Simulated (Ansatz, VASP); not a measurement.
One calculation of TiCr3Te4, two programs

Contents of INCAR:

```
PREC     = Accurate       # precision mode
ENCUT    = 500            # plane-wave cutoff, eV
EDIFF    = 1E-7           # SCF threshold, eV
ISMEAR   = 0              # smearing method
SIGMA    = 0.02           # smearing width, eV
LREAL    = False          # projectors in reciprocal space
LASPH    = True           # aspherical terms in the spheres
NELM     = 150            # most SCF steps
ALGO     = Normal         # electronic algorithm
ISIF     = 2              # what is computed and relaxed
LWAVE    = False          # write WAVECAR
LCHARG   = False          # write CHGCAR
ISPIN    = 2              # spin polarisation
MAGMOM   = 0 0 0 0 3 3 3 1 # initial moments
LORBIT   = 11             # projections on sites
LMAXMIX  = 4              # l up to which the mixer works
GGA      = PS             # functional
NBANDS   = 37             # bands
```

KPOINTS

```
Automatic mesh
0
Gamma
  7 7 5
```

The input POSCAR:

```
TiCr3Te4
1.0
    7.1495590000     -2.0471670000      0.0000000000
    7.1495590000      2.0471670000      0.0000000000
   -3.4825180000      0.0000000000      6.2157660000
Te Cr Ti
4 3 1
Direct
    0.6270590000      0.6270590000      0.2926850000
    0.1262040000      0.1262040000      0.7937020000
    0.8737960000      0.8737960000      0.2062980000
    0.3729410000      0.3729410000      0.7073150000
    0.2523740000      0.2523740000      0.2546600000
    0.7476260000      0.7476260000      0.7453400000
    0.0000000000      0.0000000000      0.0000000000
    0.5000000000      0.5000000000      0.5000000000
```

Contents of input.yaml:

```yaml
crystal:
  lattice:
    - [7.149559, -2.047167, 0.0]
    - [7.149559, 2.047167, 0.0]
    - [-3.482518, 0.0, 6.215766]
  atoms:
    - { symbol: Te, position: [0.627059, 0.627059, 0.292685] }
    - { symbol: Te, position: [0.126204, 0.126204, 0.793702] }
    - { symbol: Te, position: [0.873796, 0.873796, 0.206298] }
    - { symbol: Te, position: [0.372941, 0.372941, 0.707315] }
    - { symbol: Cr, position: [0.252374, 0.252374, 0.25466], spin: 3.0 }
    - { symbol: Cr, position: [0.747626, 0.747626, 0.74534], spin: 3.0 }
    - { symbol: Cr, position: [0.0, 0.0, 0.0], spin: 3.0 }
    - { symbol: Ti, position: [0.5, 0.5, 0.5], spin: 1.0 }
hamiltonian:
  xc: pbesol
  pseudopotentials: { kind: paw }
magnetization:
  spin_polarized: true
kpoints:
  mp_grid: { grid: [7, 7, 5] }
scf:
  occupations: { method: gaussian, width: 0.02 }
output:
  forces: true
  stress: true
  eigenvalues: true
```

Alike in both runs: task single point; functional PBEsol; k mesh 7 × 7 × 5; occupations gaussian, width 0.02 eV; collinear spin, ferromagnetic start.

```csv
,VASP,Ansatz
version,VASP 6.6.1,Ansatz 0.2.0
potentials or method,"VASP PAW PBE potentials, release 64 (Te, Cr, Ti)",Ansatz PAW
plane-wave cutoff (eV),500,420
valence electrons in the cell,46,118
```

```csv
,VASP,Ansatz,Ansatz less VASP
gap on the k mesh at the Fermi level (eV),none,none,-
pressure (GPa),-3.8,-3.8,+0.01
"traceless stress, the component that is largest in VASP (GPa)",0.27,0.10,-0.168
rms of the force components (eV/Å),0.042,0.032,-0.0095
net moment per atom (μB),1.44,1.33,-0.109
size of the moment on the site where the two differ most (μB),3.63,3.52,-0.111
```

The net moments are unlike, so the other rows may belong to different states. VASP's potentials were made for PBE, not for PBEsol. Site moments also hang on the region over which each program counts them. Atom by atom the forces differ by 0.033 eV/Å (rms over components). A gap of «none» marks a metal or a gap that the smearing closes. VASP's potentials hold 46 valence electrons a cell and Ansatz's 118, so a difference there can come from the potentials and not from the codes.

Neither program's run includes spin-orbit coupling.
